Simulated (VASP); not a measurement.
# MgS (F-43m) in VASP: dielectric tensor with r2SCAN

Aim: the dielectric tensor of MgS with r2SCAN.

Program: VASP 6.6.1. These are calculated values, not measurements. Logs are shortened: lines on timing, memory, paths and dates and some standing lists are left out, and cuts for length are marked.

**1. The cell of the first run**

It takes space group F-43m (No. 216, cubic). The conventional cell has a = 5.662 Å, b = 5.662 Å, c = 5.662 Å, α = 90.00°, β = 90.00°, γ = 90.00°. Within 3.2 Å of Mg (site symmetry -43m) lie 4 S at 2.45 Å. Within 3.2 Å of S (site symmetry -43m) lie 4 Mg at 2.45 Å.

**2. Dielectric tensor, r2SCAN**

INCAR reads:

```
SYSTEM = MgS
ALGO = Normal
EDIFF = 1E-8
ENCUT = 520
ISIF = 2
ISMEAR = 0
LASPH = .TRUE.
LCALCEPS = .TRUE.
LCHARG = .FALSE.
LMIXTAU = .TRUE.
LREAL = .FALSE.
LWAVE = .FALSE.
METAGGA = R2SCAN
NELM = 60
PREC = Accurate
SIGMA = 0.01
```

KPOINTS reads:

```
k-points
0
G
  6 6 6
  0 0 0
```

POSCAR reads:

```
MgS
1.0
    0.0000000000      2.8308768410      2.8308768410
    2.8308768410      0.0000000000      2.8308768410
    2.8308768410      2.8308768410      0.0000000000
Mg S
1 1
Direct
    0.0000000000      0.0000000000      0.0000000000
    0.2500000000      0.2500000000      0.2500000000
```

Potentials or basis: VASP PAW PBE potentials, release 64 (Mg, S).

Started as:

```console
> cat potpaw_PBE.64/Mg/POTCAR potpaw_PBE.64/S/POTCAR > POTCAR
> mpirun -np 1 vasp_std > vasp.out
```

OUTCAR:

```text
SYSTEM = MgS
   EDIFF = 1E-8
   ENCUT = 520
   ISIF = 2
   ISMEAR = 0
   LASPH = .TRUE.
   LREAL = .FALSE.
   METAGGA = R2SCAN
   NELM = 60
   PREC = Accurate

 ion  position               nearest neighbor table
   1  0.000  0.000  0.000-   2 2.45   2 2.45   2 2.45   2 2.45
   2  0.250  0.250  0.250-   1 2.45   1 2.45   1 2.45   1 2.45

  LATTYP: Found a face centered cubic cell.
 ALAT       =     5.6617536820

  Lattice vectors:

 A1 = (   0.0000000000,   2.8308768410,   2.8308768410)
 A2 = (   2.8308768410,   0.0000000000,   2.8308768410)
 A3 = (   2.8308768410,   2.8308768410,   0.0000000000)

Analysis of symmetry for initial positions (statically):
=====================================================================
 Subroutine PRICEL returns:
 Original cell was already a primitive cell.

 Routine SETGRP: Setting up the symmetry group for a
 face centered cubic supercell.

 Subroutine GETGRP returns: Found 24 space group operations
 (whereof 24 operations were pure point group operations)
 out of a pool of 48 trial point group operations.

The static configuration has the point symmetry T_d .

Analysis of symmetry for dynamics (positions and initial velocities):
=====================================================================
 Subroutine PRICEL returns:
 Original cell was already a primitive cell.

 Routine SETGRP: Setting up the symmetry group for a
 face centered cubic supercell.

 Subroutine GETGRP returns: Found 24 space group operations
 (whereof 24 operations were pure point group operations)
 out of a pool of 48 trial point group operations.

The dynamic configuration has the point symmetry T_d .

 Subroutine INISYM returns: Found 24 space group operations
 (whereof 24 operations are pure point group operations),
 and found     1 'primitive' translations

----------------------------------------------------------------------------------------

                                     Primitive cell

  volume of cell :      45.3725

  direct lattice vectors                    reciprocal lattice vectors
     0.000000000  2.830876841  2.830876841    -0.176623721  0.176623721  0.176623721
     2.830876841  0.000000000  2.830876841     0.176623721 -0.176623721  0.176623721
     2.830876841  2.830876841  0.000000000     0.176623721  0.176623721 -0.176623721

  length of vectors
     4.003464422  4.003464422  4.003464422     0.305921258  0.305921258  0.305921258

  position of ions in fractional coordinates (direct lattice)
     0.000000000  0.000000000  0.000000000
     0.250000000  0.250000000  0.250000000

  ion indices of the primitive-cell ions
   primitive index   ion index
                 1           1
                 2           2

----------------------------------------------------------------------------------------

 KPOINTS: k-points

Automatic generation of k-mesh.
 Grid dimensions read from file:
 generate k-points for:    6    6    6

 Generating k-lattice:

  Cartesian coordinates                     Fractional coordinates (reciprocal lattice)
    -0.029437287  0.029437287  0.029437287     0.166666667  0.000000000  0.000000000
     0.029437287 -0.029437287  0.029437287     0.000000000  0.166666667  0.000000000
     0.029437287  0.029437287 -0.029437287     0.000000000  0.000000000  0.166666667

  Length of vectors
     0.050986876  0.050986876  0.050986876

  Shift w.r.t. Gamma in fractional coordinates (k-lattice)
     0.000000000  0.000000000  0.000000000

 Subroutine IBZKPT returns following result:
 ===========================================

 Found     16 irreducible k-points:

 Following reciprocal coordinates:
            Coordinates               Weight
  0.000000  0.000000  0.000000      1.000000
  0.166667  0.000000  0.000000      8.000000
  0.333333  0.000000  0.000000      8.000000
  0.500000  0.000000  0.000000      4.000000
  0.166667  0.166667  0.000000      6.000000
  0.333333  0.166667  0.000000     24.000000
[... 8 lines left out ...]
 -0.333333  0.333333  0.166667     24.000000
 -0.333333  0.500000  0.166667     12.000000
   k-points           NKPTS =     16   k-points in BZ     NKDIM =     16   number of bands    NBANDS=      8
   number of dos      NEDOS =    301   number of ions     NIONS =      2
   total plane-waves  NPLWV =  27000
   dimension x,y,z NGX =    30 NGY =   30 NGZ =   30
   dimension x,y,z NGXF=    60 NGYF=   60 NGZF=   60
   ions per type =               1   1
   NGX,Y,Z   is equivalent  to a cutoff of  12.46, 12.46, 12.46 a.u.
   NGXF,Y,Z  is equivalent  to a cutoff of  24.92, 24.92, 24.92 a.u.
 SYSTEM =  MgS
   PREC   = accura    normal or accurate (medium, high low for compatibility)
   ISTART =      0    job   : 0-new  1-cont  2-samecut
   ICHARG =      2    charge: 1-file 2-atom 10-const
   ISPIN  =      1    spin polarized calculation?
   LNONCOLLINEAR =      F non collinear calculations
   LSORBIT =      F    spin-orbit coupling
   LASPH  =      T    aspherical Exc in radial PAW
   ENCUT  =  520.0 eV  38.22 Ry    6.18 a.u.   7.44  7.44  7.44*2*pi/ulx,y,z
   NELM   =     60;   NELMIN=  2; NELMDL= -5     # of ELM steps
   EDIFF  = 0.1E-07   stopping-criterion for ELM
   LREAL  =      F    real-space projection
   EDIFFG = 0.1E-06   stopping-criterion for IOM
   NSW    =      0    number of steps for IOM
   IBRION =     -1    ionic relax: 0-MD 1-quasi-New 2-CG
   NFREE  =      0    steps in history (QN), initial steepest desc. (CG)
   ISIF   =      2    stress and relaxation
   ISYM   =      2    0-nonsym 1-usesym 2-fastsym
   POTIM  = 0.5000    time-step for ionic-motion
   TEBEG  =    0.0;   TEEND  =   0.0 temperature during run
   PSTRESS=    0.0 pullay stress
   NELECT =       8.0000    total number of electrons
   NUPDOWN=      -1.0000    fix difference up-down
   EMIN   =  10.00;   EMAX   =-10.00  energy-range for DOS
   EFERMI =   0.00;   METHOD = LEGACY
   ISMEAR =     0;   SIGMA  =   0.01  broadening in eV -4-tet -1-fermi 0-gaus
   EFERMI_NEDOS =   21; number of points for ismear=-14 and -15
   IALGO  =     38    algorithm
   IMIX   =      4    mixing-type and parameters
     AMIX     =   0.40;   BMIX     =  1.00
     AMIX_MAG =   1.60;   BMIX_MAG =  1.00
  volume/ion in A,a.u.               =      22.69       153.09
  Fermi-wavevector in a.u.,A,eV,Ry     =   0.917995  1.734760 11.465842  0.842716
  Thomas-Fermi vector in A             =   2.043027
   LORBIT       =      0    0 simple, 1 ext, 2 COOP (PROOUT), +10 PAW based schemes
   METAGGA = R2SCAN    functional components
   LHFCALC =     F    Hartree Fock is set to
   AEXX    =    0.0000 exact exchange contribution
   IVDW    =     0    specifies the selected vdW correction
   LEPSILON=     F    determine dielectric tensor
   LRPA    =     F    only Hartree local field effects (RPA)
   LRPA       =     F
 non-spin polarized calculation
 Gauss-broadening in eV      SIGMA  =   0.01
  energy-cutoff  :      520.00
  volume of cell :       45.37
 maximum number of plane-waves:      1243
 NGX is ok and might be reduce to    30
   NGX = 15   NGY = 15   NGZ = 15

 number of electron       8.0000001 magnetization

 Free energy of the ion-electron system (eV)
  ---------------------------------------------------
  ext. energy  EPLUGINS =         0.00000000
  ---------------------------------------------------
  free energy    TOTEN  =       -15.45037356 eV

  energy without entropy =      -15.45037356  energy(sigma->0) =      -15.45037356

 E-fermi :   0.8455     XC(G=0):  -8.7760

 val. band max:        0.7696773993   @ k =   0.0000   0.0000   0.0000
 cond. band min:   10000.0000000000   @ k =   0.0000   0.0000   0.0000
 fundamental gap:   9999.2303226007
 Fermi energy:         0.8454923669

 k-point     1 :       0.0000    0.0000    0.0000
  band No.  band energies     occupation
      1     -10.9694      2.00000
      2       0.7692      2.00000
      3       0.7695      2.00000
      4       0.7697      2.00000
      5   10000.0000      0.00000
      6   10000.0000      0.00000
      7   10000.0000      0.00000
      8   10000.0000      0.00000
[... 243 lines left out ...]
 k-point    24 :       0.0000    0.3333    0.1667
  band No.  band energies     occupation
      1     -10.4788      2.00000
      2      -1.3283      2.00000
      3       0.2007      2.00000
      4       0.2517      2.00000
      5   10000.0000      0.00000
      6   10000.0000      0.00000
      7   10000.0000      0.00000
      8   10000.0000      0.00000

 [... further k-points ...]

------------------------ aborting loop because EDIFF is reached ----------------------------------------

            Ionic dipole moment: p[ion]=(     8.49263     8.49263     8.49263 ) |e| Angst

 Total electronic dipole moment: p[elc]=(     0.00396     0.00396     0.01079 ) |e| Angst

 MACROSCOPIC STATIC DIELECTRIC TENSOR (including local field effects)
 ------------------------------------------------------
           3.727607     0.000000    -0.000000
          -0.000000     3.727607    -0.000000
           0.000000    -0.000000     3.727607
 ------------------------------------------------------

 PIEZOELECTRIC TENSOR (including local field effects) (e Angst)
          XX          YY          ZZ          XY          YZ          ZX
  --------------------------------------------------------------------------------
  x     0.00000     0.00000     0.00000    -0.00000    -1.08304     0.00000
  y     0.00000     0.00000     0.00000     0.00000     0.00000    -1.08304
  z     0.00000     0.00000     0.00000    -1.08304     0.00000     0.00000

 PIEZOELECTRIC TENSOR (including local field effects) (C/m^2)
          XX          YY          ZZ          XY          YZ          ZX
  --------------------------------------------------------------------------------
  x     0.00000     0.00000     0.00000    -0.00000    -0.38244     0.00000
  y     0.00000     0.00000     0.00000     0.00000     0.00000    -0.38244
  z     0.00000     0.00000     0.00000    -0.38244     0.00000     0.00000

 BORN EFFECTIVE CHARGES (including local field effects) (in |e|, cummulative output)
 ---------------------------------------------------------------------------------
 ion    1
    1     1.88583     0.00000    -0.00000
    2    -0.00000     1.88583    -0.00000
    3     0.00000     0.00000     1.88583
 ion    2
    1    -1.88583     0.00000     0.00000
    2     0.00000    -1.88583    -0.00000
    3    -0.00000     0.00000    -1.88583

  FORCE on cell =-STRESS in cart. coord.  units (eV):
  Direction    XX          YY          ZZ          XY          YZ          ZX
  --------------------------------------------------------------------------------------
  -------------------------------------------------------------------------------------
  Total       -0.0775883     -0.0775883     -0.0775883     -0.0000000     -0.0000000     -0.0000000
  in kB       -2.7397695     -2.7397695     -2.7397695     -0.0000000     -0.0000000     -0.0000000
  external PRESSURE =      -2.7397695 kB  Pullay stress =       0.0000000 kB

 VOLUME and BASIS-vectors are now :
 -----------------------------------------------------------------------------
  energy-cutoff  :      520.00
  volume of cell :       45.37
      direct lattice vectors                 reciprocal lattice vectors
     0.000000000  2.830876841  2.830876841    -0.176623721  0.176623721  0.176623721
     2.830876841  0.000000000  2.830876841     0.176623721 -0.176623721  0.176623721
     2.830876841  2.830876841  0.000000000     0.176623721  0.176623721 -0.176623721

 POSITION                                       TOTAL-FORCE (eV/Angst)
 -----------------------------------------------------------------------------------
      0.00000      0.00000      0.00000         0.000000     -0.000000      0.000000
      1.41544      1.41544      1.41544        -0.000000      0.000000     -0.000000
 -----------------------------------------------------------------------------------
    total drift:                               -0.000003     -0.000003     -0.000003

  FREE ENERGIE OF THE ION-ELECTRON SYSTEM (eV)
  ---------------------------------------------------
  free  energy   TOTEN  =       -15.4503735573 eV

  energy  without entropy=      -15.4503735573  energy(sigma->0) =      -15.45037356
```

It took 31 min on 1 thread of Intel Xeon 8259CL, shared host; peak memory 0.28 GiB.

Results:

```yaml
Band_gap_on_the_k_mesh: 4.13 eV
Electronic_dielectric_tensor_diagonal: 3.73
Born_charges_mean_of_the_diagonal: Mg +1.89; S -1.89 e
```

Levels at points of the mesh, in eV from the valence-band top:
| k point | band 1 | band 2 | band 3 | band 4 | band 5 | band 6 | band 7 | band 8 |
| --- | --- | --- | --- | --- | --- | --- | --- | --- |
| (0.00, 0.00, 0.00) | -11.74 | 0.00 | 0.00 | 0.00 | 4.13 | 8.59 | 8.59 | 8.59 |
| (0.50, 0.00, 0.00) | -11.04 | -3.15 | -0.33 | -0.33 | 5.79 | 8.21 | 8.21 | 9.27 |
| (0.50, 0.50, 0.00) | -10.82 | -2.82 | -1.05 | -1.05 | 4.32 | 6.26 | 12.13 | 13.27 |

Electronic dielectric tensor:
```
3.73 0.00 0.00
0.00 3.73 0.00
0.00 0.00 3.73
```

Born effective charge tensors (e):
atom 1, Mg
```
1.89 0.00 0.00
0.00 1.89 0.00
0.00 0.00 1.89
```
atom 2, S
```
-1.89  0.00  0.00
 0.00 -1.89  0.00
 0.00  0.00 -1.89
```

Dipole moments of the cell (e·Å, modulo the quantum): ionic 8.493, 8.493, 8.493; electronic 0.004, 0.004, 0.011

Caveat: the PAW data sets were made with another functional, which shifts forces and pressure a little. A k mesh can miss the band edges.
